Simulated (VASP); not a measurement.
# AlN in VASP: further runs

AlN is run at these levels: PBEsol; tasks: single point.

Program: VASP 6.6.1. These are calculated values, not measurements. Logs are shortened: lines on timing, memory, paths and dates and some standing lists are left out, and cuts for length are marked.

**1. The cell of the first run**

Symmetry: P6_3mc, No. 186, hexagonal system. The conventional cell has a = 3.114 Å, b = 3.114 Å, c = 4.983 Å, α = 90.00°, β = 90.00°, γ = 120.00°. Al (site symmetry 3m) has 5 N at 1.80 to 2.55 Å within 2.6 Å. Within 2.6 Å of N (site symmetry 3m) lie 5 Al at 1.80 to 2.55 Å.

**2. Single point, PBEsol (atoms moved along the polar distortion)**

Input file INCAR:

```
SYSTEM = AlN
PREC     = Accurate       ! precision mode
ENCUT    = 520            ! plane-wave cutoff, eV
EDIFF    = 1E-7           ! SCF threshold, eV
ISMEAR   = 0              ! smearing method
SIGMA    = 0.01           ! smearing width, eV
LREAL    = .FALSE.        ! projectors in reciprocal space
LASPH    = .TRUE.         ! aspherical terms in the spheres
NELM     = 100            ! most SCF steps
ALGO     = Normal         ! electronic algorithm
ISIF     = 2              ! what is computed and relaxed
LWAVE    = .FALSE.        ! write WAVECAR
LCHARG   = .FALSE.        ! write CHGCAR
GGA      = PS             ! functional
NBANDS   = 16             ! bands
```

Input file KPOINTS:

```
regular mesh
0
G
  12 12 8
  0 0 0
```

Input file POSCAR:

```
AlN
1.0
    3.1135697640      0.0000000000      0.0000000000
   -1.5567848820      2.6964305121      0.0000000000
    0.0000000000      0.0000000000      4.9831404555
Al N
2 2
Direct
    0.3333333333      0.6666666667     -0.0531005471
    0.6666666667      0.3333333333      0.4468994529
    0.3333333333      0.6666666667      0.4351005471
    0.6666666667      0.3333333333      0.9351005471
```

Potentials or basis: VASP PAW PBE potentials, release 64 (Al, N).

The run is started by

```sh
$ cat potpaw_PBE.64/Al/POTCAR potpaw_PBE.64/N/POTCAR > POTCAR
$ mpirun -np 1 vasp_std > vasp.out
```

OUTCAR:

```text
SYSTEM = AlN
   PREC = Accurate
   ENCUT = 520
   EDIFF = 1E-7
   ISMEAR = 0
   LREAL = .FALSE.
   LASPH = .TRUE.
   NELM = 100
   ISIF = 2
   GGA = PS

 ion  position               nearest neighbor table
   1  0.333  0.667  0.947-   4 1.80   4 1.80   4 1.80   3 2.43   3 2.55   2 3.07   2 3.07   2 3.07
                             2 3.07   2 3.07   2 3.07
   2  0.667  0.333  0.447-   3 1.80   3 1.80   3 1.80   4 2.43   4 2.55   1 3.07   1 3.07   1 3.07
                             1 3.07   1 3.07   1 3.07
   3  0.333  0.667  0.435-   2 1.80   2 1.80   2 1.80   1 2.43   1 2.55
   4  0.667  0.333  0.935-   1 1.80   1 1.80   1 1.80   2 2.43   2 2.55

  LATTYP: Found a hexagonal cell.
 ALAT       =     3.1135697640
 C/A-ratio  =     1.6004589051

  Lattice vectors:

 A1 = (   3.1135697640,   0.0000000000,   0.0000000000)
 A2 = (  -1.5567848820,   2.6964305121,   0.0000000000)
 A3 = (   0.0000000000,   0.0000000000,   4.9831404555)

Analysis of symmetry for initial positions (statically):
=====================================================================
 Subroutine PRICEL returns:
 Original cell was already a primitive cell.

 Routine SETGRP: Setting up the symmetry group for a
 hexagonal supercell.

 Subroutine GETGRP returns: Found 12 space group operations
 (whereof  6 operations were pure point group operations)
 out of a pool of 24 trial point group operations.

The static configuration has the point symmetry C_3v.
 The point group associated with its full space group is C_6v.

Analysis of symmetry for dynamics (positions and initial velocities):
=====================================================================
 Subroutine PRICEL returns:
 Original cell was already a primitive cell.

 Routine SETGRP: Setting up the symmetry group for a
 hexagonal supercell.

 Subroutine GETGRP returns: Found 12 space group operations
 (whereof  6 operations were pure point group operations)
 out of a pool of 24 trial point group operations.

The dynamic configuration has the point symmetry C_3v.
 The point group associated with its full space group is C_6v.

 Subroutine INISYM returns: Found 12 space group operations
 (whereof  6 operations are pure point group operations),
 and found     1 'primitive' translations

----------------------------------------------------------------------------------------

                                     Primitive cell

  volume of cell :      41.8361

  direct lattice vectors                    reciprocal lattice vectors
     3.113569764  0.000000000  0.000000000     0.321174753  0.185430330  0.000000000
    -1.556784882  2.696430512  0.000000000     0.000000000  0.370860660  0.000000000
[... 96 lines left out ...]
   ISYM   =      2    0-nonsym 1-usesym 2-fastsym
   POTIM  = 0.5000    time-step for ionic-motion
   TEBEG  =    0.0;   TEEND  =   0.0 temperature during run
   PSTRESS=    0.0 pullay stress
   NELECT =      16.0000    total number of electrons
   NUPDOWN=      -1.0000    fix difference up-down
   EMIN   =  10.00;   EMAX   =-10.00  energy-range for DOS
   EFERMI =   0.00;   METHOD = LEGACY
   ISMEAR =     0;   SIGMA  =   0.01  broadening in eV -4-tet -1-fermi 0-gaus
   EFERMI_NEDOS =   21; number of points for ismear=-14 and -15
   IALGO  =     38    algorithm
   IMIX   =      4    mixing-type and parameters
     AMIX     =   0.40;   BMIX     =  1.00
     AMIX_MAG =   1.60;   BMIX_MAG =  1.00
  volume/ion in A,a.u.               =      10.46        70.58
  Fermi-wavevector in a.u.,A,eV,Ry     =   1.188314  2.245588 19.212649  1.412090
  Thomas-Fermi vector in A             =   2.324446
   LORBIT       =      0    0 simple, 1 ext, 2 COOP (PROOUT), +10 PAW based schemes
   GGA     = PS    functional components
   LHFCALC =     F    Hartree Fock is set to
   AEXX    =    0.0000 exact exchange contribution
   IVDW    =     0    specifies the selected vdW correction
   LEPSILON=     F    determine dielectric tensor
   LRPA    =     F    only Hartree local field effects (RPA)
 non-spin polarized calculation
 Gauss-broadening in eV      SIGMA  =   0.01
  energy-cutoff  :      520.00
  volume of cell :       41.84
 maximum number of plane-waves:      1152
 NGX is ok and might be reduce to    24
   NGX = 11   NGY = 11   NGZ = 19

 number of electron      15.9999998 magnetization

 Free energy of the ion-electron system (eV)
  ---------------------------------------------------
  ext. energy  EPLUGINS =         0.00000000
  ---------------------------------------------------
  free energy    TOTEN  =       -30.28602087 eV

  energy without entropy =      -30.28602087  energy(sigma->0) =      -30.28602087

 E-fermi :   7.2695     XC(G=0): -11.0878

 val. band max:        7.2316068305   @ k =   0.0000   0.0000   0.0000
 cond. band min:       9.9064759008   @ k =   0.0000   0.0000   0.0000
 fundamental gap:      2.6748690703
 Fermi energy:         7.2694590787

 k-point     1 :       0.0000    0.0000    0.0000
  band No.  band energies     occupation
      1      -9.1565      2.00000
      2      -7.0561      2.00000
      3       0.4039      2.00000
      4       4.6480      2.00000
      5       4.6480      2.00000
      6       5.2920      2.00000
[... 433 lines left out ...]
      3       1.1107      2.00000
      4       2.0759      2.00000
      5       2.5413      2.00000
      6       3.8327      2.00000
[... 8 lines left out ...]
     15      17.9099      0.00000
     16      20.1225      0.00000

 [... further k-points ...]

------------------------ aborting loop because EDIFF is reached ----------------------------------------

  FORCE on cell =-STRESS in cart. coord.  units (eV):
  Direction    XX          YY          ZZ          XY          YZ          ZX
  --------------------------------------------------------------------------------------
  -------------------------------------------------------------------------------------
  Total        4.8850047      4.8850047     -3.2002253      0.0000000      0.0000000     -0.0000000
  in kB      187.0788146    187.0788146   -122.5575811      0.0000000      0.0000000     -0.0000000
  external PRESSURE =      83.8666827 kB  Pullay stress =       0.0000000 kB

 VOLUME and BASIS-vectors are now :
 -----------------------------------------------------------------------------
  energy-cutoff  :      520.00
  volume of cell :       41.84
      direct lattice vectors                 reciprocal lattice vectors
     3.113569764  0.000000000  0.000000000     0.321174753  0.185430330  0.000000000
    -1.556784882  2.696430512  0.000000000     0.000000000  0.370860660  0.000000000
     0.000000000  0.000000000  4.983140456     0.000000000  0.000000000  0.200676663

 POSITION                                       TOTAL-FORCE (eV/Angst)
 -----------------------------------------------------------------------------------
     -0.00000      1.79762      4.71853        -0.000000     -0.000000      0.350658
      1.55678      0.89881      2.22696         0.000000      0.000000      0.350658
     -0.00000      1.79762      2.16817         0.000000     -0.000000     -0.350658
      1.55678      0.89881      4.65974        -0.000000      0.000000     -0.350658
 -----------------------------------------------------------------------------------
    total drift:                                0.000000      0.000000      0.000116

  FREE ENERGIE OF THE ION-ELECTRON SYSTEM (eV)
  ---------------------------------------------------
  free  energy   TOTEN  =       -30.2860208687 eV

  energy  without entropy=      -30.2860208687  energy(sigma->0) =      -30.28602087
```

OSZICAR:

```text
N       E                     dE             d eps       ncg     rms          rms(c)
DAV:   1     0.405505519622E+02    0.40551E+02   -0.73683E+03  3040   0.897E+02
DAV:   2    -0.316471134783E+02   -0.72198E+02   -0.66575E+02  4264   0.188E+02
DAV:   3    -0.351745152676E+02   -0.35274E+01   -0.35177E+01  3744   0.430E+01
DAV:   4    -0.351956049319E+02   -0.21090E-01   -0.21088E-01  3736   0.375E+00
DAV:   5    -0.351958800734E+02   -0.27514E-03   -0.27514E-03  3848   0.429E-01    0.124E+01
DAV:   6    -0.303564482939E+02    0.48394E+01   -0.10280E+01  3568   0.235E+01    0.438E+00
DAV:   7    -0.303286121015E+02    0.27836E-01   -0.59510E-01  3344   0.554E+00    0.298E+00
DAV:   8    -0.302893217197E+02    0.39290E-01   -0.69067E-02  3472   0.223E+00    0.543E-01
DAV:   9    -0.302857497797E+02    0.35719E-02   -0.93102E-03  3800   0.716E-01    0.254E-01
DAV:  10    -0.302860928907E+02   -0.34311E-03   -0.11215E-03  3320   0.219E-01    0.144E-01
DAV:  11    -0.302860200681E+02    0.72823E-04   -0.13277E-04  3488   0.846E-02    0.219E-02
DAV:  12    -0.302860210487E+02   -0.98064E-06   -0.46014E-06  3664   0.179E-02    0.446E-03
DAV:  13    -0.302860208385E+02    0.21021E-06   -0.95943E-07  3728   0.735E-03    0.246E-03
DAV:  14    -0.302860208687E+02   -0.30228E-07   -0.42726E-08  1712   0.184E-03
   1 F= -.30286021E+02 E0= -.30286021E+02  d E =-.293382E-11
```

stdout:

```text
POSCAR found type information on POSCAR AlN
 POSCAR found :  2 types and       4 ions
 scaLAPACK will be used
 -----------------------------------------------------------------------------
|                                                                             |
|                                                                             |
|     You enforced a specific xc type in the INCAR file but a different       |
|     I HOPE YOU KNOW WHAT YOU ARE DOING!                                     |
|                                                                             |
 -----------------------------------------------------------------------------

 LDA part: xc-table for (Slater+PW92), standard interpolation
 POSCAR, INCAR and KPOINTS ok, starting setup
 FFT: planning ... GRIDC
 FFT: planning ... GRID_SOFT
 FFT: planning ... GRID
 WAVECAR not read
 entering main loop
```

Run time: 69 s. Hardware: 1 thread of Intel Xeon 8259CL, shared host; peak memory 0.19 GiB.

Results:

| Property | Result |
| --- | --- |
| Free energy | -30.2860 eV |
| Pressure | 8.4 GPa |
| Largest force | 0.351 eV/Å |
| Band gap on the k mesh | 2.67 eV |

Forces on the atoms (eV/Å):
```
Al   0.000  0.000  0.351
Al   0.000  0.000  0.351
N    0.000  0.000 -0.351
N    0.000  0.000 -0.351
```

Caveat: the cell differs from its parent crystal (atoms moved along the polar distortion); the stress differs along the axes, from -12 to 19 GPa; the PAW data sets were made with another functional, which shifts forces and pressure a little.

**3. Single point, PBEsol (atoms moved along the polar distortion)**

Input file INCAR:

```
SYSTEM = AlN
PREC = Accurate ; ENCUT = 520
EDIFF = 1E-6 ; ISMEAR = 0
SIGMA = 0.01 ; LREAL = .False.
LASPH = .True. ; NELM = 60
ALGO = Normal ; ISIF = 2
LWAVE = .False. ; LCHARG = .True.
GGA = PS ; LELF = .True.
LVHAR = .True. ; NBANDS = 16
```

Input file KPOINTS:

```
regular mesh
0
Gamma
  12 12 8
  0 0 0
```

Input file POSCAR:

```
AlN
1.0
    3.1135697640      0.0000000000      0.0000000000
   -1.5567848820      2.6964305121      0.0000000000
    0.0000000000      0.0000000000      4.9831404555
Al N
2 2
Direct
    0.3333333333      0.6666666667     -0.0590000000
    0.6666666667      0.3333333333      0.4410000000
    0.3333333333      0.6666666667      0.4410000000
    0.6666666667      0.3333333333      0.9410000000
```

Potentials or basis: VASP PAW PBE potentials, release 64 (Al, N).

The run is started by

```sh
$ cat potpaw_PBE.64/Al/POTCAR potpaw_PBE.64/N/POTCAR > POTCAR
$ mpirun -np 1 vasp_std > vasp.out
```

Run time: 67 s. Hardware: 1 thread of Intel Xeon 8259CL, shared host; peak memory 0.19 GiB.

It converged, with:

```
Free energy            : -30.2653 eV
Pressure               : 8.5 GPa
Band gap on the k mesh : 2.65 eV
```

Stress tensor (GPa, compression positive):
```
 18.95   0.00   0.00
  0.00  18.95   0.00
  0.00   0.00 -12.28
```

Levels at points of the mesh, in eV from the valence-band top:
```csv
k point,band 6,band 7,band 8,band 9,band 10,band 11
"(0.00, 0.00, 0.00)",-1.96,-1.96,0.00,2.65,5.59,9.71
"(0.50, 0.00, 0.00)",-3.68,-2.33,-2.30,4.78,5.62,5.68
"(0.00, 0.00, 0.50)",-2.29,-2.29,-2.29,5.52,5.52,8.95
"(0.50, 0.00, 0.50)",-3.07,-2.04,-2.04,4.27,4.27,7.13
```

Caveat: the cell differs from its parent crystal (atoms moved along the polar distortion); the stress differs along the axes, from -12 to 19 GPa; the PAW data sets were made with another functional, which shifts forces and pressure a little. A k mesh can miss the band edges.
